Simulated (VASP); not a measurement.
# Cs (Im-3m) in VASP: further runs

Aim: see how the results for Cs move with the level of theory and the settings. Levels: pbesol exchange, pbe correlation. Tasks: single point.

All numbers are computed with VASP 6.6.1; they aren't measurements. Logs are shortened: lines on timing, memory, paths and dates and some standing lists are left out, and cuts for length are marked.

### Step 1. The cell of the first run

Symmetry: Im-3m, No. 229, cubic system. The conventional cell has a = 6.298 Å, b = 6.298 Å, c = 6.298 Å, α = 90.00°, β = 90.00°, γ = 90.00°.

### Step 2. Single point, pbesol exchange, pbe correlation (124.93 Å³/atom)

File INCAR:

```
SYSTEM = Cs
PREC = Accurate
ENCUT = 500
EDIFF = 1E-6
ISMEAR = -5
SIGMA = 0.05
LREAL = .False.
LASPH = .True.
NELM = 120
ALGO = Normal
ISIF = 2
LWAVE = .False.
LCHARG = .True.
GGA = LIBXC
LIBXC1 = GGA_X_PBE_SOL
LIBXC2 = GGA_C_PBE
LELF = .True.
LVHAR = .True.
NBANDS = 10
GGA_COMPAT = .False.
```

File KPOINTS:

```
regular mesh
0
Gamma
  6 6 6
  0 0 0
```

File POSCAR:

```
Cs
1.0
   -3.1491839769      3.1491839769      3.1491839769
    3.1491839769     -3.1491839769      3.1491839769
    3.1491839769      3.1491839769     -3.1491839769
Cs
1
Direct
    0.0000000000      0.0000000000      0.0000000000
```

Potentials or basis: VASP PAW PBE potentials, release 64 (Cs_sv).

Started as:

```console
$ cat potpaw_PBE.64/Cs_sv/POTCAR > POTCAR
$ mpirun -np 1 vasp_std > vasp.out
```

OUTCAR:

```text
SYSTEM = Cs
   PREC = Accurate
   ENCUT = 500
   EDIFF = 1E-6
   ISMEAR = -5
   LREAL = .False.
   LASPH = .True.
   NELM = 120
   ISIF = 2
   GGA = LIBXC

 ion  position               nearest neighbor table
   1  0.000  0.000  0.000-

  LATTYP: Found a body centered cubic cell.
 ALAT       =     6.2983679538

  Lattice vectors:

 A1 = (  -3.1491839769,   3.1491839769,   3.1491839769)
 A2 = (   3.1491839769,  -3.1491839769,   3.1491839769)
 A3 = (   3.1491839769,   3.1491839769,  -3.1491839769)

Analysis of symmetry for initial positions (statically):
=====================================================================
 Subroutine PRICEL returns:
 Original cell was already a primitive cell.

 Routine SETGRP: Setting up the symmetry group for a
 body centered cubic supercell.

 Subroutine GETGRP returns: Found 48 space group operations
 (whereof 48 operations were pure point group operations)
 out of a pool of 48 trial point group operations.

The static configuration has the point symmetry O_h .

Analysis of symmetry for dynamics (positions and initial velocities):
=====================================================================
 Subroutine PRICEL returns:
 Original cell was already a primitive cell.

 Routine SETGRP: Setting up the symmetry group for a
 body centered cubic supercell.

 Subroutine GETGRP returns: Found 48 space group operations
 (whereof 48 operations were pure point group operations)
 out of a pool of 48 trial point group operations.

The dynamic configuration has the point symmetry O_h .

 Subroutine INISYM returns: Found 48 space group operations
 (whereof 48 operations are pure point group operations),
 and found     1 'primitive' translations

----------------------------------------------------------------------------------------

                                     Primitive cell

  volume of cell :     124.9264

  direct lattice vectors                    reciprocal lattice vectors
    -3.149183977  3.149183977  3.149183977     0.000000000  0.158771289  0.158771289
     3.149183977 -3.149183977  3.149183977     0.158771289  0.000000000  0.158771289
     3.149183977  3.149183977 -3.149183977     0.158771289  0.158771289  0.000000000

  length of vectors
     5.454546650  5.454546650  5.454546650     0.224536511  0.224536511  0.224536511

  position of ions in fractional coordinates (direct lattice)
     0.000000000  0.000000000  0.000000000

  ion indices of the primitive-cell ions
   primitive index   ion index
                 1           1

----------------------------------------------------------------------------------------

 KPOINTS: regular mesh

Automatic generation of k-mesh.
 Grid dimensions read from file:
 generate k-points for:    6    6    6

 Generating k-lattice:

  Cartesian coordinates                     Fractional coordinates (reciprocal lattice)
     0.000000000  0.026461882  0.026461882     0.166666667  0.000000000  0.000000000
     0.026461882  0.000000000  0.026461882     0.000000000  0.166666667  0.000000000
     0.026461882  0.026461882  0.000000000     0.000000000  0.000000000  0.166666667

  Length of vectors
     0.037422752  0.037422752  0.037422752

  Shift w.r.t. Gamma in fractional coordinates (k-lattice)
     0.000000000  0.000000000  0.000000000

 TETIRR: Found    191 inequivalent tetrahedra from     1296

 Subroutine IBZKPT returns following result:
 ===========================================

 Found     16 irreducible k-points:

 Following reciprocal coordinates:
            Coordinates               Weight
  0.000000  0.000000  0.000000      1.000000
  0.166667  0.000000  0.000000     12.000000
  0.333333  0.000000  0.000000     12.000000
  0.500000  0.000000  0.000000      6.000000
  0.166667  0.166667  0.000000     24.000000
  0.333333  0.166667  0.000000     48.000000
[... 8 lines left out ...]
  0.500000  0.500000  0.333333     12.000000
  0.500000  0.500000  0.500000      1.000000
   k-points           NKPTS =     16   k-points in BZ     NKDIM =     16   number of bands    NBANDS=     10
   number of dos      NEDOS =    301   number of ions     NIONS =      1
   total plane-waves  NPLWV =  64000
   dimension x,y,z NGX =    40 NGY =   40 NGZ =   40
   dimension x,y,z NGXF=    80 NGYF=   80 NGZF=   80
   ions per type =               1
   NGX,Y,Z   is equivalent  to a cutoff of  12.19, 12.19, 12.19 a.u.
   NGXF,Y,Z  is equivalent  to a cutoff of  24.38, 24.38, 24.38 a.u.
 SYSTEM =  Cs
   PREC   = accura    normal or accurate (medium, high low for compatibility)
   ISTART =      0    job   : 0-new  1-cont  2-samecut
   ICHARG =      2    charge: 1-file 2-atom 10-const
   ISPIN  =      1    spin polarized calculation?
   LNONCOLLINEAR =      F non collinear calculations
   LSORBIT =      F    spin-orbit coupling
   LASPH  =      T    aspherical Exc in radial PAW
   ENCUT  =  500.0 eV  36.75 Ry    6.06 a.u.   9.94  9.94  9.94*2*pi/ulx,y,z
   NELM   =    120;   NELMIN=  2; NELMDL= -5     # of ELM steps
   EDIFF  = 0.1E-05   stopping-criterion for ELM
   LREAL  =      F    real-space projection
   EDIFFG = 0.1E-04   stopping-criterion for IOM
   NSW    =      0    number of steps for IOM
   IBRION =     -1    ionic relax: 0-MD 1-quasi-New 2-CG
   NFREE  =      0    steps in history (QN), initial steepest desc. (CG)
   ISIF   =      2    stress and relaxation
   ISYM   =      2    0-nonsym 1-usesym 2-fastsym
   POTIM  = 0.5000    time-step for ionic-motion
   TEBEG  =    0.0;   TEEND  =   0.0 temperature during run
   PSTRESS=    0.0 pullay stress
   NELECT =       9.0000    total number of electrons
   NUPDOWN=      -1.0000    fix difference up-down
   EMIN   =  10.00;   EMAX   =-10.00  energy-range for DOS
   EFERMI =   0.00;   METHOD = LEGACY
   ISMEAR =    -5;   SIGMA  =   0.05  broadening in eV -4-tet -1-fermi 0-gaus
   EFERMI_NEDOS =   21; number of points for ismear=-14 and -15
   IALGO  =     38    algorithm
   IMIX   =      4    mixing-type and parameters
     AMIX     =   0.40;   BMIX     =  1.00
     AMIX_MAG =   1.60;   BMIX_MAG =  1.00
  volume/ion in A,a.u.               =     124.93       843.04
  Fermi-wavevector in a.u.,A,eV,Ry     =   0.681194  1.287270  6.313452  0.464026
  Thomas-Fermi vector in A             =   1.759906
   LORBIT       =      0    0 simple, 1 ext, 2 COOP (PROOUT), +10 PAW based schemes
   GGA     = LIBXC    functional components
   LHFCALC =     F    Hartree Fock is set to
   AEXX    =    0.0000 exact exchange contribution
   IVDW    =     0    specifies the selected vdW correction
   LEPSILON=     F    determine dielectric tensor
   LRPA    =     F    only Hartree local field effects (RPA)
 non-spin polarized calculation
 Fermi weights with tetrahedron method with Bloechl corrections
  energy-cutoff  :      500.00
  volume of cell :      124.93
 maximum number of plane-waves:      3252
   NGX = 19   NGY = 19   NGZ = 19

 number of electron       8.9999997 magnetization

 Free energy of the ion-electron system (eV)
  ---------------------------------------------------
  ext. energy  EPLUGINS =         0.00000000
  ---------------------------------------------------
  free energy    TOTEN  =        -0.96082438 eV

  energy without entropy =       -0.96082438  energy(sigma->0) =       -0.96082438

 E-fermi :   0.2440     XC(G=0):  -5.2137

 val. band max:        0.0991265166   @ k =   0.1667   0.1667   0.1667
 cond. band min:       0.2485266192   @ k =   0.3333   0.1667   0.0000
 fundamental gap:      0.1494001026
 Fermi energy:         0.2439699625

 k-point     1 :       0.0000    0.0000    0.0000
  band No.  band energies     occupation
      1     -23.6170      2.00000
      2     -10.3607      2.00000
      3     -10.3607      2.00000
      4     -10.3607      2.00000
      5      -1.3701      2.00000
      6       2.7389      0.00000
      7       2.7389      0.00000
      8       2.7389      0.00000
      9       3.5436      0.00000
     10       3.5436      0.00000

 k-point     2 :       0.1667    0.0000    0.0000
  band No.  band energies     occupation
      1     -23.6160      2.00000
      2     -10.3871      2.00000
      3     -10.3694      2.00000
      4     -10.3607      2.00000
      5      -1.0935      2.00000
      6       2.3737      0.00000
      7       2.4618      0.00000
      8       3.0172      0.00000
      9       3.3294      0.00000
     10       3.5052      0.00000

 k-point     3 :       0.3333    0.0000    0.0000
  band No.  band energies     occupation
      1     -23.6137      2.00000
      2     -10.4386      2.00000
      3     -10.3868      2.00000
      4     -10.3606      2.00000
      5      -0.3647      2.24207
      6       1.5554      0.00000
      7       2.0712      0.00000
      8       3.4664      0.00000
      9       3.6291      0.00000
     10       3.8193      0.00000

 k-point     4 :       0.5000    0.0000    0.0000
  band No.  band energies     occupation
      1     -23.6126      2.00000
      2     -10.4637      2.00000
      3     -10.3954      2.00000
      4     -10.3606      2.00000
      5       0.3069      0.66032
      6       0.9833      0.00000
      7       1.9184      0.00000
      8       3.3622      0.00000
      9       3.9817      0.00000
     10       4.3553      0.00000
[... 118 lines left out ...]
 k-point    14 :      -0.3333    0.3333    0.3333
  band No.  band energies     occupation
      1     -23.6109      2.00000
      2     -10.4288      2.00000
      3     -10.4157      2.00000
      4     -10.4157      2.00000
      5       0.4417      0.30039
      6       1.3321      0.00000
      7       2.5692      0.00000
      8       2.5692      0.00000
      9       2.8384      0.00000
     10       3.9143      0.00000

 k-point    15 :       0.5000    0.5000    0.3333
  band No.  band energies     occupation
      1     -23.6100      2.00000
      2     -10.4422      2.00000
      3     -10.4252      2.00000
      4     -10.4167      2.00000
      5       0.9469     -0.05172
      6       0.9969      0.00000
      7       2.2556      0.00000
      8       2.6566      0.00000
      9       3.2648      0.00000
     10       4.5907      0.00000

 k-point    16 :       0.5000    0.5000    0.5000
  band No.  band energies     occupation
      1     -23.6091      2.00000
      2     -10.4350      2.00000
      3     -10.4350      2.00000
      4     -10.4350      2.00000
      5       0.9501      0.00000
      6       0.9501      0.00000
      7       3.0157      0.00000
      8       3.0157      0.00000
      9       3.0157      0.00000
     10       4.3894      0.00000

------------------------ aborting loop because EDIFF is reached ----------------------------------------

  FORCE on cell =-STRESS in cart. coord.  units (eV):
  Direction    XX          YY          ZZ          XY          YZ          ZX
  --------------------------------------------------------------------------------------
  -------------------------------------------------------------------------------------
  Total       -0.1504041     -0.1504041     -0.1504041      0.0000000     -0.0000000      0.0000000
  in kB       -1.9289293     -1.9289293     -1.9289293      0.0000000     -0.0000000      0.0000000
  external PRESSURE =      -1.9289293 kB  Pullay stress =       0.0000000 kB

 VOLUME and BASIS-vectors are now :
 -----------------------------------------------------------------------------
  energy-cutoff  :      500.00
  volume of cell :      124.93
      direct lattice vectors                 reciprocal lattice vectors
    -3.149183977  3.149183977  3.149183977     0.000000000  0.158771289  0.158771289
     3.149183977 -3.149183977  3.149183977     0.158771289  0.000000000  0.158771289
     3.149183977  3.149183977 -3.149183977     0.158771289  0.158771289  0.000000000

 POSITION                                       TOTAL-FORCE (eV/Angst)
 -----------------------------------------------------------------------------------
      0.00000      0.00000      0.00000         0.000000     -0.000000      0.000000
 -----------------------------------------------------------------------------------
    total drift:                               -0.000000      0.000000     -0.000000

  FREE ENERGIE OF THE ION-ELECTRON SYSTEM (eV)
  ---------------------------------------------------
  free  energy   TOTEN  =        -0.9608243752 eV

  energy  without entropy=       -0.9608243752  energy(sigma->0) =       -0.96082438
```

Wall time 15 s (1 thread of Intel Xeon Platinum 8259CL at 2.50GHz (Skylake/Cascade Lake), shared host); peak memory 0.23 GiB.

What came out:

```yaml
Free_energy: -0.9608 eV
Pressure: -0.2 GPa
Band_gap_on_the_k_mesh: zero (an odd number of electrons rules out a gap without spin polarisation)
```

Caveat: the PAW data sets were made with another functional, which shifts forces and pressure a little; spin-orbit coupling is left out, which moves the levels of the heavy elements; tetrahedron occupations give inexact forces and stress in metals.

### Step 3. Single point, pbesol exchange, pbe correlation (127.38 Å³/atom)

This run uses another cell than the first one, of 127.38 Å³/atom.

File INCAR:

```
SYSTEM = Cs
PREC     = Accurate       ! precision mode
ENCUT    = 500            ! plane-wave cutoff, eV
EDIFF    = 1E-6           ! SCF threshold, eV
ISMEAR   = -5             ! smearing method
SIGMA    = 0.05           ! smearing width, eV
LREAL    = .FALSE.        ! projectors in reciprocal space
LASPH    = .TRUE.         ! aspherical terms in the spheres
NELM     = 120            ! most SCF steps
ALGO     = Normal         ! electronic algorithm
ISIF     = 2              ! what is computed and relaxed
LWAVE    = .FALSE.        ! write WAVECAR
LCHARG   = .FALSE.        ! write CHGCAR
GGA      = LIBXC          ! functional
LIBXC1   = GGA_X_PBE_SOL
LIBXC2   = GGA_C_PBE    
NBANDS   = 10             ! bands
GGA_COMPAT= .FALSE.
```

File KPOINTS:

```
regular mesh
0
G
  6 6 6
  0 0 0
```

File POSCAR:

```
Cs
1.0
   -3.1696337965      3.1696337965      3.1696337965
    3.1696337965     -3.1696337965      3.1696337965
    3.1696337965      3.1696337965     -3.1696337965
Cs
1
Direct
    0.0000000000      0.0000000000      0.0000000000
```

Potentials or basis: VASP PAW PBE potentials, release 64 (Cs_sv).

Started as:

```console
$ cat potpaw_PBE.64/Cs_sv/POTCAR > POTCAR
$ mpirun -np 1 vasp_std > vasp.out
```

Wall time 14 s (1 thread of Intel Xeon Platinum 8259CL at 2.50GHz (Skylake/Cascade Lake), shared host); peak memory 0.23 GiB.

It converged, with:

| Property | Result |
| --- | --- |
| Free energy | -0.9578 eV |
| Pressure | -0.2 GPa |
| Band gap on the k mesh | zero (an odd number of electrons rules out a gap without spin polarisation) |

Levels at points of the mesh, in eV from the Fermi level:
| k point | band 1 | band 2 | band 3 | band 4 | band 5 | band 6 | band 7 | band 8 |
| --- | --- | --- | --- | --- | --- | --- | --- | --- |
| (0.00, 0.00, 0.00) | -23.88 | -10.62 | -10.62 | -10.62 | -1.59 | 2.48 | 2.48 | 2.48 |
| (0.50, 0.00, 0.00) | -23.87 | -10.72 | -10.65 | -10.62 | 0.07 | 0.72 | 1.67 | 3.09 |
| (0.50, 0.50, 0.50) | -23.87 | -10.69 | -10.69 | -10.69 | 0.72 | 0.72 | 2.73 | 2.73 |

Caveat: the PAW data sets were made with another functional, which shifts forces and pressure a little; spin-orbit coupling is left out, which moves the levels of the heavy elements; tetrahedron occupations give inexact forces and stress in metals.

[end of part 1 of 2]
